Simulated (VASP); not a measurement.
# CdTe (F-43m) in VASP: a series of runs, part 2 of 2

VASP 6.6.1.

## (3) Single point, r2SCAN (volume changed by +3%)

Input file POSCAR:

```
CdTe
1.0
    0.0000000000      3.3124320324      3.3124320324
    3.3124320324      0.0000000000      3.3124320324
    3.3124320324      3.3124320324      0.0000000000
Cd Te
1 1
Direct
    0.0000000000      0.0000000000      0.0000000000
    0.2500000000      0.2500000000      0.2500000000
```

Input file INCAR.step1:

```
SYSTEM = CdTe
PREC = Accurate
ENCUT = 520
ISMEAR = 0
SIGMA = 0.01
LREAL = .FALSE.
LASPH = .TRUE.
NELM = 80
NBANDS = 16
GGA = PE
ALGO = Normal
EDIFF = 1E-4
LWAVE = .TRUE.
LCHARG = .FALSE.
```

Input file INCAR.step2:

```
SYSTEM = CdTe
PREC = Accurate
ENCUT = 520
EDIFF = 1E-6
ISMEAR = 0
SIGMA = 0.01
LREAL = .FALSE.
LASPH = .TRUE.
NELM = 80
ALGO = Normal
ISIF = 2
LWAVE = .FALSE.
LCHARG = .FALSE.
METAGGA = R2SCAN
LMIXTAU = .TRUE.
NBANDS = 16
ISTART = 1
```

Input file KPOINTS:

```
Automatic mesh
0
G
  6 6 6
  0 0 0
```

Potentials or basis: VASP PAW PBE potentials, release 64 (Cd, Te).

Launch:

```bash
$ cat potpaw_PBE.64/Cd/POTCAR potpaw_PBE.64/Te/POTCAR > POTCAR
$ cp INCAR.step1 INCAR
$ mpirun -np 1 vasp_std > vasp.out
$ cp INCAR.step2 INCAR
$ mpirun -np 1 vasp_std > vasp.out
```

OUTCAR:

```text
SYSTEM = CdTe
   PREC = Accurate
   ENCUT = 520
   EDIFF = 1E-6
   ISMEAR = 0
   LREAL = .FALSE.
   LASPH = .TRUE.
   NELM = 80
   ISIF = 2
   METAGGA = R2SCAN
   ISTART = 1

 ion  position               nearest neighbor table
   1  0.000  0.000  0.000-   2 2.87   2 2.87   2 2.87   2 2.87
   2  0.250  0.250  0.250-   1 2.87   1 2.87   1 2.87   1 2.87

  LATTYP: Found a face centered cubic cell.
 ALAT       =     6.6248640648

  Lattice vectors:

 A1 = (   0.0000000000,   3.3124320324,   3.3124320324)
 A2 = (   3.3124320324,   0.0000000000,   3.3124320324)
 A3 = (   3.3124320324,   3.3124320324,   0.0000000000)

Analysis of symmetry for initial positions (statically):
=====================================================================
 Subroutine PRICEL returns:
 Original cell was already a primitive cell.

 Routine SETGRP: Setting up the symmetry group for a
 face centered cubic supercell.

 Subroutine GETGRP returns: Found 24 space group operations
 (whereof 24 operations were pure point group operations)
 out of a pool of 48 trial point group operations.

The static configuration has the point symmetry T_d .

Analysis of symmetry for dynamics (positions and initial velocities):
=====================================================================
 Subroutine PRICEL returns:
 Original cell was already a primitive cell.

 Routine SETGRP: Setting up the symmetry group for a
 face centered cubic supercell.

 Subroutine GETGRP returns: Found 24 space group operations
 (whereof 24 operations were pure point group operations)
 out of a pool of 48 trial point group operations.

The dynamic configuration has the point symmetry T_d .

 Subroutine INISYM returns: Found 24 space group operations
 (whereof 24 operations are pure point group operations),
 and found     1 'primitive' translations

----------------------------------------------------------------------------------------

                                     Primitive cell

  volume of cell :      72.6894

  direct lattice vectors                    reciprocal lattice vectors
     0.000000000  3.312432032  3.312432032    -0.150946493  0.150946493  0.150946493
     3.312432032  0.000000000  3.312432032     0.150946493 -0.150946493  0.150946493
     3.312432032  3.312432032  0.000000000     0.150946493  0.150946493 -0.150946493

  length of vectors
     4.684486305  4.684486305  4.684486305     0.261446996  0.261446996  0.261446996

  position of ions in fractional coordinates (direct lattice)
     0.000000000  0.000000000  0.000000000
     0.250000000  0.250000000  0.250000000

  ion indices of the primitive-cell ions
   primitive index   ion index
                 1           1
                 2           2

----------------------------------------------------------------------------------------

 KPOINTS: Automatic mesh

Automatic generation of k-mesh.
 Grid dimensions read from file:
 generate k-points for:    6    6    6

 Generating k-lattice:

  Cartesian coordinates                     Fractional coordinates (reciprocal lattice)
    -0.025157749  0.025157749  0.025157749     0.166666667  0.000000000  0.000000000
     0.025157749 -0.025157749  0.025157749     0.000000000  0.166666667  0.000000000
     0.025157749  0.025157749 -0.025157749     0.000000000  0.000000000  0.166666667

  Length of vectors
     0.043574499  0.043574499  0.043574499

  Shift w.r.t. Gamma in fractional coordinates (k-lattice)
     0.000000000  0.000000000  0.000000000

 Subroutine IBZKPT returns following result:
 ===========================================

 Found     16 irreducible k-points:

 Following reciprocal coordinates:
            Coordinates               Weight
  0.000000  0.000000  0.000000      1.000000
  0.166667  0.000000  0.000000      8.000000
  0.333333  0.000000  0.000000      8.000000
  0.500000  0.000000  0.000000      4.000000
  0.166667  0.166667  0.000000      6.000000
  0.333333  0.166667  0.000000     24.000000
[... 8 lines left out ...]
 -0.333333  0.333333  0.166667     24.000000
 -0.333333  0.500000  0.166667     12.000000
   k-points           NKPTS =     16   k-points in BZ     NKDIM =     16   number of bands    NBANDS=     16
   number of dos      NEDOS =    301   number of ions     NIONS =      2
   total plane-waves  NPLWV =  46656
   dimension x,y,z NGX =    36 NGY =   36 NGZ =   36
   dimension x,y,z NGXF=    72 NGYF=   72 NGZF=   72
   ions per type =               1   1
   NGX,Y,Z   is equivalent  to a cutoff of  12.78, 12.78, 12.78 a.u.
   NGXF,Y,Z  is equivalent  to a cutoff of  25.55, 25.55, 25.55 a.u.
 SYSTEM =  CdTe
   PREC   = accura    normal or accurate (medium, high low for compatibility)
   ISTART =      1    job   : 0-new  1-cont  2-samecut
   ICHARG =      0    charge: 1-file 2-atom 10-const
   ISPIN  =      1    spin polarized calculation?
   LNONCOLLINEAR =      F non collinear calculations
   LSORBIT =      F    spin-orbit coupling
   LASPH  =      T    aspherical Exc in radial PAW
   ENCUT  =  520.0 eV  38.22 Ry    6.18 a.u.   8.71  8.71  8.71*2*pi/ulx,y,z
   NELM   =     80;   NELMIN=  2; NELMDL=  0     # of ELM steps
   EDIFF  = 0.1E-05   stopping-criterion for ELM
   LREAL  =      F    real-space projection
   EDIFFG = 0.1E-04   stopping-criterion for IOM
   NSW    =      0    number of steps for IOM
   IBRION =     -1    ionic relax: 0-MD 1-quasi-New 2-CG
   NFREE  =      0    steps in history (QN), initial steepest desc. (CG)
   ISIF   =      2    stress and relaxation
   ISYM   =      2    0-nonsym 1-usesym 2-fastsym
   POTIM  = 0.5000    time-step for ionic-motion
   TEBEG  =    0.0;   TEEND  =   0.0 temperature during run
   PSTRESS=    0.0 pullay stress
   NELECT =      18.0000    total number of electrons
   NUPDOWN=      -1.0000    fix difference up-down
   EMIN   =  10.00;   EMAX   =-10.00  energy-range for DOS
   EFERMI =   0.00;   METHOD = LEGACY
   ISMEAR =     0;   SIGMA  =   0.01  broadening in eV -4-tet -1-fermi 0-gaus
   EFERMI_NEDOS =   21; number of points for ismear=-14 and -15
   IALGO  =     38    algorithm
   IMIX   =      4    mixing-type and parameters
     AMIX     =   0.40;   BMIX     =  1.00
     AMIX_MAG =   1.60;   BMIX_MAG =  1.00
  volume/ion in A,a.u.               =      36.34       245.27
  Fermi-wavevector in a.u.,A,eV,Ry     =   1.028037  1.942708 14.379451  1.056860
  Thomas-Fermi vector in A             =   2.162013
   LORBIT       =      0    0 simple, 1 ext, 2 COOP (PROOUT), +10 PAW based schemes
   METAGGA = R2SCAN    functional components
   LHFCALC =     F    Hartree Fock is set to
   AEXX    =    0.0000 exact exchange contribution
   IVDW    =     0    specifies the selected vdW correction
   LEPSILON=     F    determine dielectric tensor
   LRPA    =     F    only Hartree local field effects (RPA)
 non-spin polarized calculation
 Gauss-broadening in eV      SIGMA  =   0.01
  energy-cutoff  :      520.00
  volume of cell :       72.69
 maximum number of plane-waves:      1980
   NGX = 17   NGY = 17   NGZ = 17

 number of electron      18.0000006 magnetization

 Free energy of the ion-electron system (eV)
  ---------------------------------------------------
  ext. energy  EPLUGINS =         0.00000000
  ---------------------------------------------------
  free energy    TOTEN  =       -46.63477996 eV

  energy without entropy =      -46.63477996  energy(sigma->0) =      -46.63477996

 E-fermi :   1.6245     XC(G=0):  -8.8005

 val. band max:        1.5238002776   @ k =   0.0000   0.0000   0.0000
 cond. band min:       2.5822212932   @ k =   0.0000   0.0000   0.0000
 fundamental gap:      1.0584210156
 Fermi energy:         1.6244540846

 k-point     1 :       0.0000    0.0000    0.0000
  band No.  band energies     occupation
      1      -9.6331      2.00000
      2      -6.8381      2.00000
      3      -6.8381      2.00000
      4      -6.8381      2.00000
      5      -6.6031      2.00000
      6      -6.6031      2.00000
[... 8 lines left out ...]
     15      11.2371      0.00000
     16      11.2371      0.00000
[... 267 lines left out ...]
 k-point    16 :      -0.3333    0.5000    0.1667
  band No.  band energies     occupation
      1      -9.1810      2.00000
      2      -6.7225      2.00000
      3      -6.7185      2.00000
      4      -6.6431      2.00000
      5      -6.5910      2.00000
      6      -6.1011      2.00000
[... 8 lines left out ...]
     15      12.8851      0.00000
     16      13.2931      0.00000

------------------------ aborting loop because EDIFF is reached ----------------------------------------

  FORCE on cell =-STRESS in cart. coord.  units (eV):
  Direction    XX          YY          ZZ          XY          YZ          ZX
  --------------------------------------------------------------------------------------
  -------------------------------------------------------------------------------------
  Total       -0.4705639     -0.4705639     -0.4705639      0.0000000     -0.0000000      0.0000000
  in kB      -10.3718992    -10.3718992    -10.3718992      0.0000000     -0.0000000      0.0000000
  external PRESSURE =     -10.3718992 kB  Pullay stress =       0.0000000 kB

 VOLUME and BASIS-vectors are now :
 -----------------------------------------------------------------------------
  energy-cutoff  :      520.00
  volume of cell :       72.69
      direct lattice vectors                 reciprocal lattice vectors
     0.000000000  3.312432032  3.312432032    -0.150946493  0.150946493  0.150946493
     3.312432032  0.000000000  3.312432032     0.150946493 -0.150946493  0.150946493
     3.312432032  3.312432032  0.000000000     0.150946493  0.150946493 -0.150946493

 POSITION                                       TOTAL-FORCE (eV/Angst)
 -----------------------------------------------------------------------------------
      0.00000      0.00000      0.00000         0.000000      0.000000      0.000000
      1.65622      1.65622      1.65622        -0.000000     -0.000000     -0.000000
 -----------------------------------------------------------------------------------
    total drift:                               -0.000001     -0.000001     -0.000001

  FREE ENERGIE OF THE ION-ELECTRON SYSTEM (eV)
  ---------------------------------------------------
  free  energy   TOTEN  =       -46.6347799629 eV

  energy  without entropy=      -46.6347799629  energy(sigma->0) =      -46.63477996
```

OUTCAR.step1:

```text
SYSTEM = CdTe
   PREC = Accurate
   ENCUT = 520
   ISMEAR = 0
   LREAL = .FALSE.
   LASPH = .TRUE.
[... 514 lines left out ...]
      0.00000      0.00000      0.00000         0.000000     -0.000000      0.000000
      1.65622      1.65622      1.65622        -0.000000      0.000000     -0.000000
 -----------------------------------------------------------------------------------
    total drift:                               -0.000000     -0.000000     -0.000000

  FREE ENERGIE OF THE ION-ELECTRON SYSTEM (eV)
  ---------------------------------------------------
  free  energy   TOTEN  =        -4.8070944243 eV

  energy  without entropy=       -4.8070944243  energy(sigma->0) =       -4.80709442
```

OSZICAR.step1:

```text
N       E                     dE             d eps       ncg     rms          rms(c)
DAV:   1     0.100189001443E+03    0.10019E+03   -0.81274E+03   520   0.963E+02
DAV:   2    -0.143999392677E+01   -0.10163E+03   -0.96566E+02   608   0.237E+02
DAV:   3    -0.500915142729E+01   -0.35692E+01   -0.35635E+01   648   0.466E+01
DAV:   4    -0.504384882708E+01   -0.34697E-01   -0.34696E-01   760   0.389E+00
DAV:   5    -0.504393621154E+01   -0.87384E-04   -0.87384E-04   664   0.187E-01    0.490E+00
DAV:   6    -0.482091721314E+01    0.22302E+00   -0.37706E-01   584   0.697E+00    0.412E+00
DAV:   7    -0.480567944633E+01    0.15238E-01   -0.10112E-01   592   0.202E+00    0.163E+00
DAV:   8    -0.480667363763E+01   -0.99419E-03   -0.98234E-03   552   0.110E+00    0.441E-01
DAV:   9    -0.480703644173E+01   -0.36280E-03   -0.97014E-04   600   0.307E-01    0.954E-02
DAV:  10    -0.480709442425E+01   -0.57983E-04   -0.10074E-04   520   0.995E-02
   1 F= -.48070944E+01 E0= -.48070944E+01  d E =-.499450E-46
```

Wall time 37 s (1 thread of Intel Xeon 6975P-C (Granite Rapids), shared host); peak memory 0.21 GiB.

Results:

| Quantity | Value |
| --- | --- |
| Free energy | -46.6348 eV |
| Pressure | -1.0 GPa |
| Band gap on the k mesh | 1.06 eV, direct |

Levels at points of the mesh, in eV from the valence-band top:
```csv
k point,band 7,band 8,band 9,band 10,band 11,band 12
"(0.00, 0.00, 0.00)",0.00,0.00,0.00,1.06,5.07,5.07
"(0.50, 0.00, 0.00)",-4.12,-0.70,-0.70,2.15,5.61,5.61
"(0.50, 0.50, 0.00)",-4.03,-1.69,-1.69,2.98,3.01,9.08
```

Caveat: the PAW data sets were made with another functional, which shifts forces and pressure a little; spin-orbit coupling is left out, which moves the levels of the heavy elements.

## (4) Single point, r2SCAN (volume changed by +6%)

Input file POSCAR:

```
CdTe
1.0
    0.0000000000      3.3442842944      3.3442842944
    3.3442842944      0.0000000000      3.3442842944
    3.3442842944      3.3442842944      0.0000000000
Cd Te
1 1
Direct
    0.0000000000      0.0000000000      0.0000000000
    0.2500000000      0.2500000000      0.2500000000
```

Input file INCAR.step1:

```
SYSTEM = CdTe
PREC = Accurate
ENCUT = 520
ISMEAR = 0
SIGMA = 0.01
LREAL = .False.
LASPH = .True.
NELM = 100
NBANDS = 16
GGA = PE
ALGO = Normal
EDIFF = 1E-4
LWAVE = .True.
LCHARG = .False.
```

Input file INCAR.step2:

```
SYSTEM = CdTe
PREC = Accurate
ENCUT = 520
EDIFF = 1E-6
ISMEAR = 0
SIGMA = 0.01
LREAL = .False.
LASPH = .True.
NELM = 100
ALGO = Normal
ISIF = 2
LWAVE = .False.
LCHARG = .False.
METAGGA = R2SCAN
LMIXTAU = .True.
NBANDS = 16
ISTART = 1
```

Input file KPOINTS:

```
regular mesh
0
Gamma
  6 6 6
  0 0 0
```

Launch:

```bash
$ cat potpaw_PBE.64/Cd/POTCAR potpaw_PBE.64/Te/POTCAR > POTCAR
$ cp INCAR.step1 INCAR
$ mpirun -np 1 vasp_std > vasp.out
$ cp INCAR.step2 INCAR
$ mpirun -np 1 vasp_std > vasp.out
```

Run time: 30 s. Hardware: 1 thread of Intel Xeon 6975P-C (Granite Rapids), shared host; peak memory 0.21 GiB.

Results (log left out):

* Free energy: -46.6145 eV
* Pressure: -2.0 GPa
* Band gap on the k mesh: 0.97 eV, direct

Levels at points of the mesh, in eV from the valence-band top:
| k point | band 6 | band 7 | band 8 | band 9 | band 10 | band 11 | band 12 | band 13 |
| --- | --- | --- | --- | --- | --- | --- | --- | --- |
| (0.00, 0.00, 0.00) | -8.07 | 0.00 | 0.00 | 0.00 | 0.97 | 5.08 | 5.08 | 5.08 |
| (0.50, 0.00, 0.00) | -7.77 | -3.97 | -0.66 | -0.66 | 2.12 | 5.61 | 5.61 | 7.28 |
| (0.50, 0.50, 0.00) | -7.65 | -3.90 | -1.60 | -1.60 | 2.97 | 3.07 | 8.92 | 9.32 |

Caveat: the PAW data sets were made with another functional, which shifts forces and pressure a little; spin-orbit coupling is left out, which moves the levels of the heavy elements.

## (5) Overview

| cell | gap on the mesh (eV) | pressure (GPa) |
| --- | --- | --- |
| a = 4.639 Å, angles 60.0°, 2 atoms | 1.15 | 0.1 |
| a = 4.684 Å, angles 60.0°, 2 atoms | 1.06 | -1.0 |
| a = 4.730 Å, angles 60.0°, 2 atoms | 0.97 | -2.0 |

Alike in all rows: task single point; level r2SCAN; potentials or basis VASP PAW PBE potentials, release 64 (Cd, Te); no spin polarisation; k mesh 6 × 6 × 6; cutoff (eV) 520; smearing gaussian 0.01 eV.

Caveats: the PAW data sets were made with another functional, which shifts forces and pressure a little; spin-orbit coupling is left out, which moves the levels of the heavy elements.

Total energies depend on the potentials used, so only differences within one code and one set of settings carry meaning.
